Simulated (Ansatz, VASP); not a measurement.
## Ta3N in VASP and in Ansatz

The input INCAR:

```
SYSTEM = Ta3N
ALGO = Normal
EDIFF = 1E-7
ENCUT = 520
GGA = PE
ISIF = 2
ISMEAR = 0
LASPH = .TRUE.
LCHARG = .FALSE.
LREAL = .FALSE.
LWAVE = .FALSE.
NBANDS = 27
NELM = 100
PREC = Accurate
SIGMA = 0.15
```

File KPOINTS:

```
k-points
0
G
  18 18 6
  0 0 0
```

Contents of POSCAR:

```
Ta3N
1.0
    3.1426458185      0.0000000000      0.0000000000
   -1.5713229093      2.5122564128      0.0000000000
    0.0000000000      0.0000000000      7.5575881873
Ta N
3 1
Direct
    0.0000000000      0.0000000000      0.5000000000
    0.3333333333      0.6666666667      0.1735950547
    0.6666666667      0.3333333333      0.8264049453
    0.0000000000      0.0000000000      0.0000000000
```

Input for Ansatz:

```yaml
crystal:
  lattice:
    - [3.1426458185, 0.0, 0.0]
    - [-1.5713229093, 2.5122564128, 0.0]
    - [0.0, 0.0, 7.5575881873]
  atoms:
    - { symbol: Ta, position: [0.0, 0.0, 0.5] }
    - { symbol: Ta, position: [0.3333333333, 0.6666666667, 0.1735950547] }
    - { symbol: Ta, position: [0.6666666667, 0.3333333333, 0.8264049453] }
    - { symbol: "N", position: [0.0, 0.0, 0.0] }
basis:
  ecutwfc: 420
kpoints:
  mp_grid: { grid: [18, 18, 6] }
hamiltonian:
  xc: pbe
scf:
  occupations: { method: gaussian, width: 0.15 }
output:
  forces: true
  stress: true
  eigenvalues: true
```

Change from the starting cell: strain +0.0400 x Voigt [1, -1, 0, 0, 0, 0], atoms carried along.

Alike in both runs: task single point; functional PBE; k mesh 18 × 18 × 6; occupations gaussian, width 0.15 eV; no spin polarisation.

|  | VASP | Ansatz |
| --- | --- | --- |
| version | VASP 6.6.1 | Ansatz 0.2.0 |
| potentials or method | VASP PAW PBE potentials, release 64 (Ta_pv, N), cutoff 520 eV | scalar-relativistic, plane waves, PAW |
| valence electrons in the cell | 38 | 44 |

Ansatz gave:

```
gap on the k mesh at the Fermi level (eV)                     : none
pressure (GPa)                                                : 0.9
traceless stress, the component that is largest in VASP (GPa) : 6.07
rms of the force components (eV/Å)                            : 0.150
```

Q: What did VASP give for the same quantities?

A: gap on the k mesh at the Fermi level (eV): none; pressure (GPa): 1.2; traceless stress, the component that is largest in VASP (GPa): 6.06; rms of the force components (eV/Å): 0.161.

Atom by atom the forces differ by 0.020 eV/Å (rms over components). A gap of «none» marks a metal or a gap that the smearing closes. With one functional, cell and mesh, what is left measures potentials, basis and numerics. VASP's potentials hold 38 valence electrons a cell and Ansatz's 44, so a difference there can come from the potentials and not from the codes.

Neither program's run includes spin-orbit coupling.
